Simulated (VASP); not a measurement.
# Si (Fd-3m) in VASP: single point with PBEsol

Aim: the single point of Si with PBEsol.

All numbers are computed with VASP 6.6.1; they aren't measurements. Logs are shortened: lines on timing, memory, paths and dates and some standing lists are left out, and cuts for length are marked.

### 1 The cell of the first run

Symmetry: Fd-3m, No. 227, cubic system. The conventional cell has a = 5.433 Å, b = 5.433 Å, c = 5.433 Å, α = 90.00°, β = 90.00°, γ = 90.00°. Within 3.1 Å of Si (site symmetry -43m) lie 4 Si at 2.35 Å.

### 2 Single point, PBEsol, non-collinear spin, zero start, spin-orbit coupling

The input, INCAR:

```
SYSTEM = Si
PREC = Accurate
ENCUT = 500
EDIFF = 1E-6
ISMEAR = 0
SIGMA = 0.1
LREAL = .FALSE.
LASPH = .TRUE.
NELM = 200
ALGO = Normal
ISIF = 2
LWAVE = .FALSE.
LCHARG = .TRUE.
LNONCOLLINEAR = .TRUE.
MAGMOM = 0 0 0 0 0 0
LORBIT = 11
LSORBIT = .TRUE.
GGA_COMPAT = .FALSE.
LORBMOM = .TRUE.
GGA = PS
LVHAR = .TRUE.
NBANDS = 20
```

The input, KPOINTS:

```
regular mesh
0
G
  14 14 14
  0 0 0
```

The input, POSCAR:

```
Si
1.0
    0.0000000000      2.7167274811      2.7167274811
    2.7167274811      0.0000000000      2.7167274811
    2.7167274811      2.7167274811      0.0000000000
Si
2
Direct
    0.0000000000      0.0000000000      0.0000000000
    0.2500000000      0.2500000000      0.2500000000
```

Potentials or basis: VASP PAW PBE potentials, release 64 (Si).

Launch:

```bash
> cat potpaw_PBE.64/Si/POTCAR > POTCAR
> mpirun -np 1 vasp_ncl > vasp.out
```

OUTCAR:

```text
SYSTEM = Si
   PREC = Accurate
   ENCUT = 500
   EDIFF = 1E-6
   ISMEAR = 0
   LREAL = .FALSE.
   LASPH = .TRUE.
   NELM = 200
   ISIF = 2
   LNONCOLLINEAR = .TRUE.
   LORBIT = 11
   LSORBIT = .TRUE.
   GGA = PS

 ion  position               nearest neighbor table
   1  0.000  0.000  0.000-   2 2.35   2 2.35   2 2.35   2 2.35
   2  0.250  0.250  0.250-   1 2.35   1 2.35   1 2.35   1 2.35

  LATTYP: Found a face centered cubic cell.
 ALAT       =     5.4334549622

  Lattice vectors:

 A1 = (   0.0000000000,   2.7167274811,   2.7167274811)
 A2 = (   2.7167274811,   0.0000000000,   2.7167274811)
 A3 = (   2.7167274811,   2.7167274811,   0.0000000000)

Analysis of symmetry for initial positions (statically):
=====================================================================
 Subroutine PRICEL returns:
 Original cell was already a primitive cell.

 Routine SETGRP: Setting up the symmetry group for a
 face centered cubic supercell.

 Subroutine GETGRP returns: Found 48 space group operations
 (whereof 24 operations were pure point group operations)
 out of a pool of 48 trial point group operations.

The static configuration has the point symmetry T_d .
 The point group associated with its full space group is O_h .

Analysis of symmetry for dynamics (positions and initial velocities):
=====================================================================
 Subroutine PRICEL returns:
 Original cell was already a primitive cell.

 Routine SETGRP: Setting up the symmetry group for a
 face centered cubic supercell.

 Subroutine GETGRP returns: Found 48 space group operations
 (whereof 24 operations were pure point group operations)
 out of a pool of 48 trial point group operations.

The dynamic configuration has the point symmetry T_d .
 The point group associated with its full space group is O_h .

Analysis of structural, dynamic, and magnetic symmetry:
=====================================================================
 Subroutine PRICEL returns:
 Original cell was already a primitive cell.

 Routine SETGRP: Setting up the symmetry group for a
 face centered cubic supercell.

 Subroutine GETGRP returns: Found 48 space group operations
 (whereof 24 operations were pure point group operations)
 out of a pool of 48 trial point group operations.

The overall configuration has the point symmetry T_d .
 The point group associated with its full space group is O_h .

 Subroutine INISYM returns: Found 48 space group operations
 (whereof 24 operations are pure point group operations),
 and found     1 'primitive' translations

----------------------------------------------------------------------------------------

                                     Primitive cell

  volume of cell :      40.1022

  direct lattice vectors                    reciprocal lattice vectors
     0.000000000  2.716727481  2.716727481    -0.184044960  0.184044960  0.184044960
     2.716727481  0.000000000  2.716727481     0.184044960 -0.184044960  0.184044960
     2.716727481  2.716727481  0.000000000     0.184044960  0.184044960 -0.184044960

  length of vectors
     3.842032849  3.842032849  3.842032849     0.318775221  0.318775221  0.318775221

  position of ions in fractional coordinates (direct lattice)
     0.000000000  0.000000000  0.000000000
     0.250000000  0.250000000  0.250000000

  ion indices of the primitive-cell ions
   primitive index   ion index
                 1           1
                 2           2

----------------------------------------------------------------------------------------

 KPOINTS: regular mesh

Automatic generation of k-mesh.
 Grid dimensions read from file:
 generate k-points for:   14   14   14

 Generating k-lattice:

  Cartesian coordinates                     Fractional coordinates (reciprocal lattice)
    -0.013146069  0.013146069  0.013146069     0.071428571  0.000000000  0.000000000
     0.013146069 -0.013146069  0.013146069     0.000000000  0.071428571  0.000000000
     0.013146069  0.013146069 -0.013146069     0.000000000  0.000000000  0.071428571

  Length of vectors
     0.022769659  0.022769659  0.022769659

  Shift w.r.t. Gamma in fractional coordinates (k-lattice)
     0.000000000  0.000000000  0.000000000

 Subroutine IBZKPT returns following result:
 ===========================================

 Found    104 irreducible k-points:

 Following reciprocal coordinates:
            Coordinates               Weight
  0.000000  0.000000  0.000000      1.000000
  0.071429  0.000000  0.000000      8.000000
  0.142857  0.000000  0.000000      8.000000
  0.214286  0.000000  0.000000      8.000000
  0.285714  0.000000  0.000000      8.000000
  0.357143  0.000000  0.000000      8.000000
[... 16 lines left out ...]
  0.214286  0.142857  0.000000     24.000000
[... 19 lines left out ...]
   NELM   =    200;   NELMIN=  2; NELMDL= -5     # of ELM steps
   EDIFF  = 0.1E-05   stopping-criterion for ELM
   LREAL  =      F    real-space projection
   EDIFFG = 0.1E-04   stopping-criterion for IOM
   NSW    =      0    number of steps for IOM
   IBRION =     -1    ionic relax: 0-MD 1-quasi-New 2-CG
   NFREE  =      0    steps in history (QN), initial steepest desc. (CG)
   ISIF   =      2    stress and relaxation
   ISYM   =      2    0-nonsym 1-usesym 2-fastsym
   POTIM  = 0.5000    time-step for ionic-motion
   TEBEG  =    0.0;   TEEND  =   0.0 temperature during run
   PSTRESS=    0.0 pullay stress
   NELECT =       8.0000    total number of electrons
   NUPDOWN=      -1.0000    fix difference up-down
   EMIN   =  10.00;   EMAX   =-10.00  energy-range for DOS
   EFERMI =   0.00;   METHOD = LEGACY
   ISMEAR =     0;   SIGMA  =   0.10  broadening in eV -4-tet -1-fermi 0-gaus
   EFERMI_NEDOS =   21; number of points for ismear=-14 and -15
   IALGO  =     38    algorithm
   IMIX   =      4    mixing-type and parameters
     AMIX     =   0.40;   BMIX     =  1.00
     AMIX_MAG =   1.60;   BMIX_MAG =  1.00
  volume/ion in A,a.u.               =      20.05       135.31
  Fermi-wavevector in a.u.,A,eV,Ry     =   0.956567  1.807650 12.449610  0.915021
  Thomas-Fermi vector in A             =   2.085507
   LORBIT       =     11    0 simple, 1 ext, 2 COOP (PROOUT), +10 PAW based schemes
   GGA     = PS    functional components
   LHFCALC =     F    Hartree Fock is set to
   AEXX    =    0.0000 exact exchange contribution
   IVDW    =     0    specifies the selected vdW correction
   LEPSILON=     F    determine dielectric tensor
   LRPA    =     F    only Hartree local field effects (RPA)
 Gauss-broadening in eV      SIGMA  =   0.10
  energy-cutoff  :      500.00
  volume of cell :       40.10
 maximum number of plane-waves:      2068
   NGX = 13   NGY = 13   NGZ = 13

 number of electron       8.0000001 magnetization       0.0000000      0.0000000      0.0000000

 number of electron       8.0000001 magnetization       0.0000000     -0.0000000      0.0000000

 number of electron       8.0000001 magnetization       0.0000000     -0.0000000     -0.0000000

 Free energy of the ion-electron system (eV)
  ---------------------------------------------------
  ext. energy  EPLUGINS =         0.00000000
  ---------------------------------------------------
  free energy    TOTEN  =       -11.49374598 eV

  energy without entropy =      -11.49374489  energy(sigma->0) =      -11.49374544

 E-fermi :   6.0011     XC(G=0):  -9.5481

 val. band max:        5.7901604457   @ k =   0.0000   0.0000   0.0000
 cond. band min:       6.2334506203   @ k =   0.4286   0.4286   0.0000
 fundamental gap:      0.4432901747
 Fermi energy:         6.0011233347

 k-point     1 :       0.0000    0.0000    0.0000
  band No.  band energies     occupation
      1      -6.2056      1.00000
      2      -6.2056      1.00000
      3       5.7424      0.99987
      4       5.7424      0.99987
      5       5.7902      0.99857
      6       5.7902      0.99857
[... 541 lines left out ...]
     19      14.2301      0.00000
     20      14.2301      0.00000

 [... further k-points ...]
[... 5 lines left out ...]
  --------------------------------------------------------------------------------------
  -------------------------------------------------------------------------------------
  Total        0.0291948      0.0291948      0.0291948      0.0000000      0.0000000     -0.0000000
  in kB        1.1664001      1.1664001      1.1664001      0.0000000      0.0000000     -0.0000000
  external PRESSURE =       1.1664001 kB  Pullay stress =       0.0000000 kB

 VOLUME and BASIS-vectors are now :
 -----------------------------------------------------------------------------
  energy-cutoff  :      500.00
  volume of cell :       40.10
      direct lattice vectors                 reciprocal lattice vectors
     0.000000000  2.716727481  2.716727481    -0.184044960  0.184044960  0.184044960
     2.716727481  0.000000000  2.716727481     0.184044960 -0.184044960  0.184044960
     2.716727481  2.716727481  0.000000000     0.184044960  0.184044960 -0.184044960

 POSITION                                       TOTAL-FORCE (eV/Angst)
 -----------------------------------------------------------------------------------
      0.00000      0.00000      0.00000         0.000000      0.000000     -0.000000
      1.35836      1.35836      1.35836        -0.000000     -0.000000      0.000000
 -----------------------------------------------------------------------------------
    total drift:                                0.000000     -0.000000     -0.000000

  FREE ENERGIE OF THE ION-ELECTRON SYSTEM (eV)
  ---------------------------------------------------
  free  energy   TOTEN  =       -11.4937459835 eV

  energy  without entropy=      -11.4937448925  energy(sigma->0) =      -11.49374544

 orbital moment (x)

 # of ion     p       tot
 --------------------------------
  1         0.000   0.000
  2        -0.000  -0.000
 --------------------------------
           -0.000  -0.000

 orbital moment (y)

 # of ion     p       tot
 --------------------------------
  1        -0.000  -0.000
  2        -0.000  -0.000
 --------------------------------
           -0.000  -0.000

 orbital moment (z)

 # of ion     p       tot
 --------------------------------
  1         0.000   0.000
  2         0.000   0.000
 --------------------------------
            0.000   0.000

 Spin-Orbit-Coupling matrix elements

 Ion:    1  E_soc:     -0.0003246
 l=   1
     0.0000000    -0.0000541    -0.0000541
    -0.0000541     0.0000000    -0.0000541
    -0.0000541    -0.0000541     0.0000000
 l=   2
     0.0000000     0.0000000     0.0000000     0.0000000     0.0000000
     0.0000000     0.0000000     0.0000000     0.0000000     0.0000000
     0.0000000     0.0000000     0.0000000     0.0000000     0.0000000
     0.0000000     0.0000000     0.0000000     0.0000000     0.0000000
     0.0000000     0.0000000     0.0000000     0.0000000     0.0000000
 l=   3
     0.0000000     0.0000000     0.0000000     0.0000000     0.0000000     0.0000000     0.0000000
     0.0000000     0.0000000     0.0000000     0.0000000     0.0000000     0.0000000     0.0000000
     0.0000000     0.0000000     0.0000000     0.0000000     0.0000000     0.0000000     0.0000000
     0.0000000     0.0000000     0.0000000     0.0000000     0.0000000     0.0000000     0.0000000
     0.0000000     0.0000000     0.0000000     0.0000000     0.0000000     0.0000000     0.0000000
     0.0000000     0.0000000     0.0000000     0.0000000     0.0000000     0.0000000     0.0000000
     0.0000000     0.0000000     0.0000000     0.0000000     0.0000000     0.0000000     0.0000000

 Ion:    2  E_soc:     -0.0003246
 l=   1
     0.0000000    -0.0000541    -0.0000541
    -0.0000541     0.0000000    -0.0000541
    -0.0000541    -0.0000541     0.0000000
 l=   2
     0.0000000     0.0000000     0.0000000     0.0000000     0.0000000
     0.0000000     0.0000000     0.0000000     0.0000000     0.0000000
     0.0000000     0.0000000     0.0000000     0.0000000     0.0000000
     0.0000000     0.0000000     0.0000000     0.0000000     0.0000000
     0.0000000     0.0000000     0.0000000     0.0000000     0.0000000
 l=   3
     0.0000000     0.0000000     0.0000000     0.0000000     0.0000000     0.0000000     0.0000000
     0.0000000     0.0000000     0.0000000     0.0000000     0.0000000     0.0000000     0.0000000
     0.0000000     0.0000000     0.0000000     0.0000000     0.0000000     0.0000000     0.0000000
     0.0000000     0.0000000     0.0000000     0.0000000     0.0000000     0.0000000     0.0000000
     0.0000000     0.0000000     0.0000000     0.0000000     0.0000000     0.0000000     0.0000000
     0.0000000     0.0000000     0.0000000     0.0000000     0.0000000     0.0000000     0.0000000
     0.0000000     0.0000000     0.0000000     0.0000000     0.0000000     0.0000000     0.0000000

 total charge

# of ion       s       p       d       tot
------------------------------------------
    1        0.752   0.937   0.000   1.690
    2        0.752   0.937   0.000   1.690
--------------------------------------------------
tot          1.505   1.875   0.000   3.380

 magnetization (x)

# of ion       s       p       d       tot
------------------------------------------
    1       -0.000  -0.000   0.000  -0.000
    2       -0.000  -0.000   0.000  -0.000
--------------------------------------------------
tot         -0.000  -0.000   0.000  -0.000

 magnetization (y)

# of ion       s       p       d       tot
------------------------------------------
    1        0.000   0.000   0.000   0.000
    2       -0.000   0.000   0.000  -0.000
--------------------------------------------------
tot         -0.000   0.000   0.000  -0.000

 magnetization (z)

# of ion       s       p       d       tot
------------------------------------------
    1        0.000   0.000   0.000   0.000
    2        0.000   0.000   0.000   0.000
--------------------------------------------------
tot          0.000   0.000   0.000   0.000
```

It took 2.9 min on 1 thread of Oxide Virtual Turin-like, shared host; peak memory 0.26 GiB.

What came out:

```
Free energy                                           : -11.4937 eV
Pressure                                              : 0.1 GPa
Net moment                                            : 0.00 μB per cell
Valence electrons inside the program's atomic spheres : Si 1.69
```

Moments on the atoms (μB; x, y, z):
```
Si  0.00 0.00 0.00
Si  0.00 0.00 0.00
```

Caveat: the PAW data sets were made with another functional, which shifts forces and pressure a little.
